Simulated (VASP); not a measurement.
# B in VASP: further runs, part 2 of 2

VASP 6.6.1.

## 4. Single point, PBEsol (the cell strained at random)

Input file INCAR:

```
SYSTEM = B
ALGO = Normal
EDIFF = 1E-7
ENCUT = 520
GGA = PS
ISIF = 2
ISMEAR = 0
LASPH = .True.
LCHARG = .False.
LREAL = .False.
LWAVE = .False.
NBANDS = 8
NELM = 80
PREC = Accurate
SIGMA = 0.1
```

Input file KPOINTS:

```
k-points
0
Gamma
  24 24 10
  0 0 0
```

Input file POSCAR:

```
B
1.0
    1.6813574481      0.0090399223      0.0169562384
   -0.8328499217      1.4319841806      0.0048942419
    0.0362088116      0.0329732852      3.5296683993
B
1
Direct
    0.0000000000      0.0000000000      0.0000000000
```

Potentials or basis: VASP PAW PBE potentials, release 64 (B).

Run with:

```sh
> cat potpaw_PBE.64/B/POTCAR > POTCAR
> mpirun -np 1 vasp_std > vasp.out
```

OUTCAR:

```text
SYSTEM = B
   EDIFF = 1E-7
   ENCUT = 520
   GGA = PS
   ISIF = 2
   ISMEAR = 0
   LASPH = .True.
   LREAL = .False.
   NELM = 80
   PREC = Accurate

 ion  position               nearest neighbor table
   1  0.000  0.000  0.000-

  LATTYP: Found a triclinic cell.
 ALAT       =     1.6724212780
 B/A-ratio  =     2.7736826563
 C/A-ratio  =     0.9905251123
 COS(alpha) =     0.0005200878
 COS(beta)  =     0.4897871434
 COS(gamma) =     0.5661787662

  Lattice vectors:

 A1 = (  -0.8485075264,  -1.4410241029,  -0.0218504803)
 A2 = (  -2.5660737861,  -1.4830373104,  -3.5684751180)
 A3 = (   0.8328499217,  -1.4319841806,  -0.0048942419)

Analysis of symmetry for initial positions (statically):
=====================================================================
 Subroutine PRICEL returns:
 Original cell was already a primitive cell.

 Routine SETGRP: Setting up the symmetry group for a
 triclinic supercell.

 Subroutine GETGRP returns: Found  2 space group operations
 (whereof  2 operations were pure point group operations)
 out of a pool of  2 trial point group operations.

The static configuration has the point symmetry S_2 .

Analysis of symmetry for dynamics (positions and initial velocities):
=====================================================================
 Subroutine PRICEL returns:
 Original cell was already a primitive cell.

 Routine SETGRP: Setting up the symmetry group for a
 triclinic supercell.

 Subroutine GETGRP returns: Found  2 space group operations
 (whereof  2 operations were pure point group operations)
 out of a pool of  2 trial point group operations.

The dynamic configuration has the point symmetry S_2 .

 Subroutine INISYM returns: Found  2 space group operations
 (whereof  2 operations are pure point group operations),
 and found     1 'primitive' translations

----------------------------------------------------------------------------------------

                                     Primitive cell
[... 106 lines left out ...]
   IALGO  =     38    algorithm
   IMIX   =      4    mixing-type and parameters
     AMIX     =   0.40;   BMIX     =  1.00
     AMIX_MAG =   1.60;   BMIX_MAG =  1.00
  volume/ion in A,a.u.               =       8.52        57.52
  Fermi-wavevector in a.u.,A,eV,Ry     =   1.155881  2.184299 18.178226  1.336062
  Thomas-Fermi vector in A             =   2.292506
   LORBIT       =      0    0 simple, 1 ext, 2 COOP (PROOUT), +10 PAW based schemes
   GGA     = PS    functional components
   LHFCALC =     F    Hartree Fock is set to
   AEXX    =    0.0000 exact exchange contribution
   IVDW    =     0    specifies the selected vdW correction
   LEPSILON=     F    determine dielectric tensor
   LRPA    =     F    only Hartree local field effects (RPA)
 non-spin polarized calculation
 Gauss-broadening in eV      SIGMA  =   0.10
  energy-cutoff  :      520.00
  volume of cell :        8.52
 maximum number of plane-waves:       244
 NGX is ok and might be reduce to    14
   NGX =  7   NGY =  7   NGZ = 13

 number of electron       3.0000000 magnetization

 Free energy of the ion-electron system (eV)
  ---------------------------------------------------
  ext. energy  EPLUGINS =         0.00000000
  ---------------------------------------------------
  free energy    TOTEN  =        -6.27508173 eV

  energy without entropy =       -6.27363655  energy(sigma->0) =       -6.27435914

 E-fermi :   5.8146     XC(G=0): -10.5343

 val. band max:        5.8114990492   @ k =  -0.2083   0.4167   0.4000
 cond. band min:       5.8194097627   @ k =   0.3750  -0.1250   0.1000
 fundamental gap:      0.0079107134
 Fermi energy:         5.8145906212

 k-point     1 :       0.0000    0.0000    0.0000
  band No.  band energies     occupation
      1     -11.8405      2.00000
      2      -1.2183      2.00000
      3       7.9494      0.00000
      4      31.7740      0.00000
      5      32.4717      0.00000
      6      33.4497      0.00000
      7      39.5388      0.00000
      8      53.0829      0.00000
[... 243 lines left out ...]
 k-point    24 :       0.4167    0.0417   -0.0000
  band No.  band energies     occupation
      1      -4.1303      2.00000
      2       8.0471      0.00000
      3      10.7364      0.00000
      4      20.8676      0.00000
      5      22.6024      0.00000
      6      23.5679      0.00000
      7      29.5732      0.00000
      8      42.9630      0.00000

 [... further k-points ...]
[... 5 lines left out ...]
  --------------------------------------------------------------------------------------
  -------------------------------------------------------------------------------------
  Total        0.9436083      1.3912160     -0.0210666     -0.1796405      0.0116204      0.0071663
  in kB      177.3766677    261.5166151     -3.9600424    -33.7682814      2.1843677      1.3470997
  external PRESSURE =     144.9777468 kB  Pullay stress =       0.0000000 kB

 VOLUME and BASIS-vectors are now :
 -----------------------------------------------------------------------------
  energy-cutoff  :      520.00
  volume of cell :        8.52
      direct lattice vectors                 reciprocal lattice vectors
     1.681357448  0.009039922  0.016956238     0.592996877  0.344922068 -0.009305386
    -0.832849922  1.431984181  0.004894242    -0.003678031  0.696214674 -0.006466134
     0.036208812  0.032973285  3.529668399    -0.002843609 -0.002622349  0.283366401

 POSITION                                       TOTAL-FORCE (eV/Angst)
 -----------------------------------------------------------------------------------
      0.00000      0.00000      0.00000         0.000000     -0.000000      0.000000
 -----------------------------------------------------------------------------------
    total drift:                               -0.000000      0.000000     -0.000000

  FREE ENERGIE OF THE ION-ELECTRON SYSTEM (eV)
  ---------------------------------------------------
  free  energy   TOTEN  =        -6.2750817267 eV

  energy  without entropy=       -6.2736365507  energy(sigma->0) =       -6.27435914
```

OSZICAR:

```text
N       E                     dE             d eps       ncg     rms          rms(c)
DAV:   1    -0.261738633508E+01   -0.26174E+01   -0.15458E+03 48520   0.291E+02
DAV:   2    -0.680177646629E+01   -0.41844E+01   -0.39152E+01 64296   0.453E+01
DAV:   3    -0.681045611240E+01   -0.86796E-02   -0.86789E-02 51552   0.230E+00
DAV:   4    -0.681045895388E+01   -0.28415E-05   -0.28411E-05 70360   0.362E-02
DAV:   5    -0.681045895358E+01    0.29837E-09   -0.26026E-09 51640   0.198E-04    0.346E+00
DAV:   6    -0.640859781941E+01    0.40186E+00   -0.35213E-01 48848   0.229E+00    0.197E+00
DAV:   7    -0.627595516144E+01    0.13264E+00   -0.43261E-01 51256   0.248E+00    0.368E-01
DAV:   8    -0.627820210039E+01   -0.22469E-02   -0.24166E-02 50736   0.639E-01    0.243E-01
DAV:   9    -0.627508370560E+01    0.31184E-02   -0.74017E-03 51184   0.332E-01    0.178E-02
DAV:  10    -0.627509341825E+01   -0.97126E-05   -0.10527E-05 56480   0.276E-02    0.135E-02
DAV:  11    -0.627508175021E+01    0.11668E-04   -0.44250E-05 56232   0.268E-02    0.160E-03
DAV:  12    -0.627508172669E+01    0.23521E-07   -0.94908E-08 52240   0.287E-03
   1 F= -.62750817E+01 E0= -.62743591E+01  d E =-.144518E-02
```

Run time: 3.8 min. Hardware: 1 thread of Intel Xeon 8259CL, shared host; peak memory 0.26 GiB.

Results:

```
Free energy : -6.2751 eV
Pressure    : 14.5 GPa
```

Stress tensor (GPa, compression positive):
```
17.74 -3.38  0.13
-3.38 26.15  0.22
 0.13  0.22 -0.40
```

Caveat: the cell differs from its parent crystal (the cell strained at random); the PAW data sets were made with another functional, which shifts forces and pressure a little.

## 5. The runs side by side

```csv
cell,k mesh,gap on the mesh (eV),pressure (GPa)
"a = 1.672, b = 1.672, c = 3.898 Å, angles 90.0, 90.0, 120.0°, 1 atom",27 × 27 × 12,none,11.9
"a = 1.753, b = 1.753, c = 3.853 Å, angles 90.0, 90.0, 120.0°, 1 atom",27 × 27 × 12,none,-12.4
"a = 1.681, b = 1.657, c = 3.530 Å, angles 89.7, 88.8, 119.9°, 1 atom",24 × 24 × 10,none,14.5
```

Alike in all rows: task single point; level PBEsol; potentials or basis VASP PAW PBE potentials, release 64 (B); no spin polarisation; cutoff (eV) 520; smearing gaussian 0.1 eV.

Caveats: the PAW data sets were made with another functional, which shifts forces and pressure a little.

Total energies depend on the potentials used, so only differences within one code and one set of settings carry meaning.
